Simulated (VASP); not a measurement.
# GaH2 (Fm-3m) in VASP: relaxation of cell and atoms with PBEsol

Aim: the relaxation of cell and atoms of GaH2 with PBEsol.

Everything below comes from runs of VASP 6.6.1. Logs are shortened: lines on timing, memory, paths and dates and some standing lists are left out, and cuts for length are marked.

## 1. The cell of the first run

Symmetry: Fm-3m, No. 225, cubic system. The conventional cell has a = 3.804 Å, b = 3.804 Å, c = 3.804 Å, α = 90.00°, β = 90.00°, γ = 90.00°. Ga (site symmetry m-3m) has 8 H at 1.65 Å within 2.2 Å. Within 2.2 Å of H (site symmetry -43m) lie 4 Ga at 1.65 Å and 6 H at 1.90 Å.

## 2. Relaxation of cell and atoms, PBEsol

Contents of INCAR:

```
SYSTEM = GaH2
PREC = Accurate
ENCUT = 1230
EDIFF = 1E-7
ISMEAR = 0
SIGMA = 0.1
LREAL = .False.
LASPH = .True.
NELM = 120
ALGO = Normal
ISIF = 3
LWAVE = .False.
LCHARG = .False.
GGA = PS
IBRION = 2
NSW = 80
EDIFFG = -0.05
GGA_COMPAT = .False.
NELMIN = 4
```

Contents of KPOINTS:

```
regular mesh
0
Gamma
  8 8 8
  0 0 0
```

Contents of POSCAR:

```
GaH2
1.0
    0.0000000000      1.9020439295      1.9020439295
    1.9020439295      0.0000000000      1.9020439295
    1.9020439295      1.9020439295      0.0000000000
Ga H
1 2
Direct
    0.0000000000      0.0000000000      0.0000000000
    0.2500000000      0.2500000000      0.2500000000
    0.7500000000      0.7500000000      0.7500000000
```

Potentials or basis: VASP PAW PBE potentials, release 64 (Ga_d, H_h).

On the command line:

```sh
> cat potpaw_PBE.64/Ga_d/POTCAR potpaw_PBE.64/H_h/POTCAR > POTCAR
> mpirun -np 1 vasp_std > vasp.out
```

OUTCAR:

```text
SYSTEM = GaH2
   PREC = Accurate
   ENCUT = 1230
   EDIFF = 1E-7
   ISMEAR = 0
   LREAL = .False.
   LASPH = .True.
   NELM = 120
   ISIF = 3
   GGA = PS
   IBRION = 2
   NSW = 80
   EDIFFG = -0.05
   NELMIN = 4

 ion  position               nearest neighbor table
   1  0.000  0.000  0.000-   2 1.65   3 1.65   3 1.65   3 1.65   3 1.65   2 1.65   2 1.65   2 1.65

   2  0.250  0.250  0.250-   1 1.65   1 1.65   1 1.65   1 1.65
   3  0.750  0.750  0.750-   1 1.65   1 1.65   1 1.65   1 1.65

  LATTYP: Found a face centered cubic cell.
 ALAT       =     3.8040878590

  Lattice vectors:

 A1 = (   0.0000000000,   1.9020439295,   1.9020439295)
 A2 = (   1.9020439295,   0.0000000000,   1.9020439295)
 A3 = (   1.9020439295,   1.9020439295,   0.0000000000)

Analysis of symmetry for initial positions (statically):
=====================================================================
 Subroutine PRICEL returns:
 Original cell was already a primitive cell.

 Routine SETGRP: Setting up the symmetry group for a
 face centered cubic supercell.

 Subroutine GETGRP returns: Found 48 space group operations
 (whereof 48 operations were pure point group operations)
 out of a pool of 48 trial point group operations.

The static configuration has the point symmetry O_h .

Analysis of symmetry for dynamics (positions and initial velocities):
=====================================================================
 Subroutine PRICEL returns:
 Original cell was already a primitive cell.

 Routine SETGRP: Setting up the symmetry group for a
 face centered cubic supercell.

 Subroutine GETGRP returns: Found 48 space group operations
 (whereof 48 operations were pure point group operations)
 out of a pool of 48 trial point group operations.

The dynamic configuration has the point symmetry O_h .

 Subroutine INISYM returns: Found 48 space group operations
 (whereof 48 operations are pure point group operations),
 and found     1 'primitive' translations

----------------------------------------------------------------------------------------

                                     Primitive cell

  volume of cell :      13.7623

  direct lattice vectors                    reciprocal lattice vectors
     0.000000000  1.902043930  1.902043930    -0.262875106  0.262875106  0.262875106
     1.902043930  0.000000000  1.902043930     0.262875106 -0.262875106  0.262875106
     1.902043930  1.902043930  0.000000000     0.262875106  0.262875106 -0.262875106

  length of vectors
     2.689896321  2.689896321  2.689896321     0.455313040  0.455313040  0.455313040

  position of ions in fractional coordinates (direct lattice)
     0.000000000  0.000000000  0.000000000
     0.250000000  0.250000000  0.250000000
     0.750000000  0.750000000  0.750000000

  ion indices of the primitive-cell ions
   primitive index   ion index
                 1           1
                 2           2
                 3           3

----------------------------------------------------------------------------------------

 KPOINTS: regular mesh

Automatic generation of k-mesh.
 Grid dimensions read from file:
 generate k-points for:    8    8    8

 Generating k-lattice:

  Cartesian coordinates                     Fractional coordinates (reciprocal lattice)
    -0.032859388  0.032859388  0.032859388     0.125000000  0.000000000  0.000000000
     0.032859388 -0.032859388  0.032859388     0.000000000  0.125000000  0.000000000
     0.032859388  0.032859388 -0.032859388     0.000000000  0.000000000  0.125000000

  Length of vectors
     0.056914130  0.056914130  0.056914130

  Shift w.r.t. Gamma in fractional coordinates (k-lattice)
     0.000000000  0.000000000  0.000000000

 Subroutine IBZKPT returns following result:
 ===========================================

 Found     29 irreducible k-points:

 Following reciprocal coordinates:
            Coordinates               Weight
  0.000000  0.000000  0.000000      1.000000
  0.125000  0.000000  0.000000      8.000000
  0.250000  0.000000  0.000000      8.000000
  0.375000  0.000000  0.000000      8.000000
  0.500000  0.000000  0.000000      4.000000
  0.125000  0.125000  0.000000      6.000000
[... 16 lines left out ...]
  0.500000  0.250000  0.125000     48.000000
 -0.375000  0.250000  0.125000     24.000000
 [... further k-points ...]
   k-points           NKPTS =     29   k-points in BZ     NKDIM =     29   number of bands    NBANDS=     11
   number of dos      NEDOS =    301   number of ions     NIONS =      3
   total plane-waves  NPLWV =  32768
   dimension x,y,z NGX =    32 NGY =   32 NGZ =   32
   dimension x,y,z NGXF=    64 NGYF=   64 NGZF=   64
   ions per type =               1   2
   NGX,Y,Z   is equivalent  to a cutoff of  19.78, 19.78, 19.78 a.u.
   NGXF,Y,Z  is equivalent  to a cutoff of  39.55, 39.55, 39.55 a.u.
 SYSTEM =  GaH2
   PREC   = accura    normal or accurate (medium, high low for compatibility)
   ISTART =      0    job   : 0-new  1-cont  2-samecut
   ICHARG =      2    charge: 1-file 2-atom 10-const
   ISPIN  =      1    spin polarized calculation?
   LNONCOLLINEAR =      F non collinear calculations
   LSORBIT =      F    spin-orbit coupling
   LASPH  =      T    aspherical Exc in radial PAW
   ENCUT  = 1230.0 eV  90.40 Ry    9.51 a.u.   7.69  7.69  7.69*2*pi/ulx,y,z
   NELM   =    120;   NELMIN=  4; NELMDL= -5     # of ELM steps
   EDIFF  = 0.1E-06   stopping-criterion for ELM
   LREAL  =      F    real-space projection
   EDIFFG = -.5E-01   stopping-criterion for IOM
   NSW    =     80    number of steps for IOM
   IBRION =      2    ionic relax: 0-MD 1-quasi-New 2-CG
   NFREE  =      1    steps in history (QN), initial steepest desc. (CG)
   ISIF   =      3    stress and relaxation
   ISYM   =      2    0-nonsym 1-usesym 2-fastsym
   POTIM  = 0.5000    time-step for ionic-motion
   TEBEG  =    0.0;   TEEND  =   0.0 temperature during run
   PSTRESS=    0.0 pullay stress
   NELECT =      15.0000    total number of electrons
   NUPDOWN=      -1.0000    fix difference up-down
   EMIN   =  10.00;   EMAX   =-10.00  energy-range for DOS
   EFERMI =   0.00;   METHOD = LEGACY
   ISMEAR =     0;   SIGMA  =   0.10  broadening in eV -4-tet -1-fermi 0-gaus
   EFERMI_NEDOS =   21; number of points for ismear=-14 and -15
   IALGO  =     38    algorithm
   IMIX   =      4    mixing-type and parameters
     AMIX     =   0.40;   BMIX     =  1.00
     AMIX_MAG =   1.60;   BMIX_MAG =  1.00
  volume/ion in A,a.u.               =       4.59        30.96
  Fermi-wavevector in a.u.,A,eV,Ry     =   1.684773  3.183759 38.619590  2.838460
  Thomas-Fermi vector in A             =   2.767735
   LORBIT       =      0    0 simple, 1 ext, 2 COOP (PROOUT), +10 PAW based schemes
   GGA     = PS    functional components
   LHFCALC =     F    Hartree Fock is set to
   AEXX    =    0.0000 exact exchange contribution
   IVDW    =     0    specifies the selected vdW correction
   LEPSILON=     F    determine dielectric tensor
   LRPA    =     F    only Hartree local field effects (RPA)
 conjugate gradient relaxation of ions
 non-spin polarized calculation
 Gauss-broadening in eV      SIGMA  =   0.10
  energy-cutoff  :     1230.00
  volume of cell :       13.76
 maximum number of plane-waves:      1365
   NGX = 15   NGY = 15   NGZ = 15

--------------------------------------- Ionic step        1  -------------------------------------------

 number of electron      15.0000000 magnetization

 Free energy of the ion-electron system (eV)
  ---------------------------------------------------
  ext. energy  EPLUGINS =         0.00000000
  ---------------------------------------------------
  free energy    TOTEN  =        -4.77296445 eV

  energy without entropy =       -4.76571276  energy(sigma->0) =       -4.76933860

 E-fermi :  12.1504     XC(G=0): -14.1203

 val. band max:       12.1464140686   @ k =   0.1250   0.0000   0.0000
 cond. band min:      12.2144434441   @ k =   0.1250   0.1250   0.0000
 fundamental gap:      0.0680293755
 Fermi energy:        12.1503605251

 k-point     1 :       0.0000    0.0000    0.0000
  band No.  band energies     occupation
      1      -7.8330      2.00000
      2      -4.4910      2.00000
      3      -4.4910      2.00000
      4      -4.4910      2.00000
      5      -4.0585      2.00000
      6      -4.0585      2.00000
      7      12.8359      0.00000
      8      25.5156      0.00000
      9      25.5156      0.00000
     10      25.5156      0.00000
     11      26.5976      0.00000
[... 309 lines left out ...]
 k-point    24 :      -0.3750    0.2500    0.1250
  band No.  band energies     occupation
      1      -5.3182      2.00000
      2      -4.6545      2.00000
      3      -4.3344      2.00000
      4      -4.2054      2.00000
      5      -3.8807      2.00000
      6       1.4763      2.00000
      7       2.2671      2.00000
      8      13.0776      0.00000
      9      14.1600      0.00000
     10      21.9671      0.00000
     11      24.0471      0.00000

 [... further k-points ...]

------------------------ aborting loop because EDIFF is reached ----------------------------------------

  FORCE on cell =-STRESS in cart. coord.  units (eV):
  Direction    XX          YY          ZZ          XY          YZ          ZX
  --------------------------------------------------------------------------------------
  -------------------------------------------------------------------------------------
  Total       14.2332948     14.2332948     14.2332948     -0.0000000     -0.0000000      0.0000000
  in kB     1657.0072296   1657.0072296   1657.0072296     -0.0000000     -0.0000000      0.0000000
  external PRESSURE =    1657.0072296 kB  Pullay stress =       0.0000000 kB
[... 92 lines left out ...]
  FREE ENERGIE OF THE ION-ELECTRON SYSTEM (eV)
  ---------------------------------------------------
  free  energy   TOTEN  =        -8.6041840429 eV

  energy  without entropy=       -8.5989872231  energy(sigma->0) =       -8.60158563

[... ionic steps 4 to 12 ...]

--------------------------------------- Ionic step       13  -------------------------------------------

 number of electron      15.0000004 magnetization

------------------------ aborting loop because EDIFF is reached ----------------------------------------

  FORCE on cell =-STRESS in cart. coord.  units (eV):
  Direction    XX          YY          ZZ          XY          YZ          ZX
  --------------------------------------------------------------------------------------
  -------------------------------------------------------------------------------------
  Total        0.2064438      0.2064438      0.2064438      0.0000000     -0.0000000     -0.0000000
  in kB       12.6290759     12.6290759     12.6290759      0.0000000     -0.0000000     -0.0000000
  external PRESSURE =      12.6290759 kB  Pullay stress =       0.0000000 kB
[... 59 lines left out ...]
  energy  without entropy=       -8.6004096541  energy(sigma->0) =       -8.60300578

--------------------------------------- Ionic step       15  -------------------------------------------

 number of electron      15.0000003 magnetization

 Free energy of the ion-electron system (eV)
  ---------------------------------------------------
  ext. energy  EPLUGINS =         0.00000000
  ---------------------------------------------------
  free energy    TOTEN  =        -8.60638880 eV

  energy without entropy =       -8.60119745  energy(sigma->0) =       -8.60379313

 E-fermi :   4.0611     XC(G=0): -10.6815

 val. band max:        4.0461074427   @ k =   0.5000   0.2500   0.1250
 cond. band min:       4.3279589289   @ k =  -0.2500   0.5000   0.2500
 fundamental gap:      0.2818514862
 Fermi energy:         4.0610583859

 k-point     1 :       0.0000    0.0000    0.0000
  band No.  band energies     occupation
      1     -10.7050      2.00000
      2     -10.7050      2.00000
      3     -10.7050      2.00000
      4     -10.6266      2.00000
      5     -10.6266      2.00000
      6      -7.9621      2.00000
      7       5.1417      0.00000
      8      12.1524      0.00000
      9      12.1524      0.00000
     10      12.1524      0.00000
     11      14.9444      0.00000
[... 309 lines left out ...]
 k-point    24 :      -0.3750    0.2500    0.1250
  band No.  band energies     occupation
      1     -10.7654      2.00000
      2     -10.7101      2.00000
      3     -10.6462      2.00000
      4     -10.6362      2.00000
      5     -10.5889      2.00000
      6      -2.6763      2.00000
      7      -1.8585      2.00000
      8       3.8378      1.99841
      9       6.7522      0.00000
     10      11.1978      0.00000
     11      11.8769      0.00000

 [... further k-points ...]

------------------------ aborting loop because EDIFF is reached ----------------------------------------

  FORCE on cell =-STRESS in cart. coord.  units (eV):
  Direction    XX          YY          ZZ          XY          YZ          ZX
  --------------------------------------------------------------------------------------
  -------------------------------------------------------------------------------------
  Total        0.1042099      0.1042099      0.1042099      0.0000000     -0.0000000     -0.0000000
  in kB        6.3217464      6.3217464      6.3217464      0.0000000     -0.0000000     -0.0000000
  external PRESSURE =       6.3217464 kB  Pullay stress =       0.0000000 kB
[... 18 lines left out ...]
  FREE ENERGIE OF THE ION-ELECTRON SYSTEM (eV)
  ---------------------------------------------------
  free  energy   TOTEN  =        -8.6063888037 eV

  energy  without entropy=       -8.6011974508  energy(sigma->0) =       -8.60379313

 reached required accuracy - stopping structural energy minimisation
```

Wall time 94 s (1 thread of Intel Xeon Platinum 8259CL at 2.50GHz (Skylake/Cascade Lake), shared host); peak memory 0.19 GiB.

Results:

```yaml
Free_energy: -8.6064 eV
Relaxed_volume: 8.80 Å³/atom
Relaxed_cell: a = 3.343 Å, b = 3.343 Å, c = 3.343 Å, α = 60.00°, β = 60.00°, γ = 60.00°
Space_group_after_relaxing_to_0.1_Å: Fm-3m (No. 225)
Energy_gained_by_relaxing: 1277.8 meV/atom
Ionic_steps: 15
Pressure_after_relaxing: 0.6 GPa
Band_gap_on_the_k_mesh: zero (an odd number of electrons rules out a gap without spin polarisation)
```

The path:
| step | energy change (eV) | largest force (eV/Å) | pressure (GPa) | volume (Å³) |
| --- | --- | --- | --- | --- |
| 1 | 0.0000 | 0.0000 | 165.70 | 13.76 |
| 2 | -3.8227 | 0.0000 | 3.31 | 25.54 |
| 3 | -3.8312 | 0.0000 | 1.60 | 26.09 |
| 4 | -3.8313 | 0.0000 | 1.57 | 26.10 |
| 5 | -3.8315 | 0.0000 | 1.50 | 26.12 |
| 6 | -3.8315 | 0.0000 | 1.52 | 26.12 |
| 7 | -3.8315 | 0.0000 | 1.52 | 26.12 |
| 8 | -3.8315 | 0.0000 | 1.51 | 26.12 |
| 9 | -3.8315 | 0.0000 | 1.50 | 26.12 |
| 10 | -3.8315 | 0.0000 | 1.49 | 26.13 |
| 11 | -3.8316 | 0.0000 | 1.45 | 26.14 |
| 12 | -3.8318 | 0.0000 | 1.39 | 26.15 |
| 13 | -3.8321 | 0.0000 | 1.26 | 26.19 |
| 14 | -3.8326 | 0.0000 | 1.01 | 26.26 |
| 15 | -3.8334 | 0.0000 | 0.63 | 26.41 |

Final structure:
```
Ga H
1.0
     0.00000    2.36366    2.36366
     2.36366    0.00000    2.36366
     2.36366    2.36366    0.00000
Ga H
1 2
Direct
  0.00000 0.00000 0.00000
  0.25000 0.25000 0.25000
  0.75000 0.75000 0.75000
```

Levels at points of the mesh, in eV from the Fermi level:
| k point | band 3 | band 4 | band 5 | band 6 | band 7 | band 8 | band 9 | band 10 | band 11 |
| --- | --- | --- | --- | --- | --- | --- | --- | --- | --- |
| (0.00, 0.00, 0.00) | -14.77 | -14.69 | -14.69 | -12.02 | 1.08 | 8.09 | 8.09 | 8.09 | 10.88 |
| (0.50, 0.00, 0.00) | -14.75 | -14.64 | -14.64 | -7.49 | -6.61 | 3.81 | 5.98 | 5.98 | 6.71 |
| (0.50, 0.50, 0.00) | -14.64 | -14.64 | -14.64 | -6.68 | -4.03 | -1.44 | 2.44 | 2.44 | 6.03 |

Caveat: the volume moved by over 15 % at a fixed basis, so the end points are rough; the PAW data sets were made with another functional, which shifts forces and pressure a little; an odd number of electrons without spin polarisation forces a metal; a magnetic or distorted state may lie lower.

The gap in the log of VASP goes by the Fermi energy; the results here count the filled bands.